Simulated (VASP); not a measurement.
Set up this calculation in VASP 6.6.1, as the native input.

- Task: relaxation of cell and atoms
- Functional: PBE
- Potentials or basis: VASP PAW PBE potentials, release 64 (Nd_3, Al, S), 4f in core
- Cutoff: 500 eV
- k mesh: 12 × 12 × 10
- Occupations: gaussian, width 0.1 eV
- Spin: no spin polarisation
- Dipole correction: no
- Mended: yes
- Further INCAR settings: ALGO = Normal; EDIFF = 1e-07; IBRION = 2; EDIFFG = -0.01; NSW = 100; ISIF = 3

The structure of NdAl2S lies in POSCAR:

```
NdAl2S
1.0
    4.0478820978      0.0000000000      0.0000000000
    0.0000000000      4.0478820978      0.0000000000
    0.0000000000      0.0000000000      5.1595321000
Nd Al S
1 2 1
Direct
    0.0000000000      0.0000000000      0.0000000000
    0.5000000000      0.0000000000      0.5000000000
    0.0000000000      0.5000000000      0.5000000000
    0.5000000000      0.5000000000      0.0000000000
```

The cell was built from a structure type or drawn by symmetry, and may not be a known phase.

One way to write it, as run:

INCAR

```
SYSTEM = NdAl2S
PREC = Accurate
ENCUT = 500
EDIFF = 1E-7
ISMEAR = 0
SIGMA = 0.1
LREAL = .FALSE.
LASPH = .TRUE.
NELM = 200
ALGO = Normal
ISIF = 3
LWAVE = .FALSE.
LCHARG = .FALSE.
GGA = PE
IBRION = 2
NSW = 100
EDIFFG = -0.01
GGA_COMPAT = .FALSE.
NELMIN = 4
LMAXMIX = 6
```

KPOINTS

```
regular mesh
0
G
  12 12 10
  0 0 0
```

Potentials or basis: VASP PAW PBE potentials, release 64 (Nd_3, Al, S), 4f in core.

Command:

```bash
$ cat potpaw_PBE.64/Nd_3/POTCAR potpaw_PBE.64/Al/POTCAR potpaw_PBE.64/S/POTCAR > POTCAR
$ mpirun -np 1 vasp_std > vasp.out
```

Results of the run:

The relaxed volume is 22.79 Å³/atom and the relaxed cell is a = 3.938 Å, b = 3.938 Å, c = 5.880 Å, α = 90.00°, β = 90.00°, γ = 90.00°. The space group after relaxing (to 0.1 Å) is P4/mmm (No. 123) and the energy gained by relaxing is 32.5 meV/atom. The ionic steps are 9. The pressure after relaxing is 0.0 GPa and the band gap on the k mesh is zero (an odd number of electrons rules out a gap without spin polarisation).

Caveat: spin-orbit coupling is left out, which moves the levels of the heavy elements; the 4f electrons are frozen in the core, so they carry no moment and show no levels; the run has no spin polarisation, though such a crystal can be magnetic.

Wall time 12 min on 1 thread of AMD EPYC 9R45 96-Core Processor (Zen 5), on a shared host, peak memory 0.34 GiB.
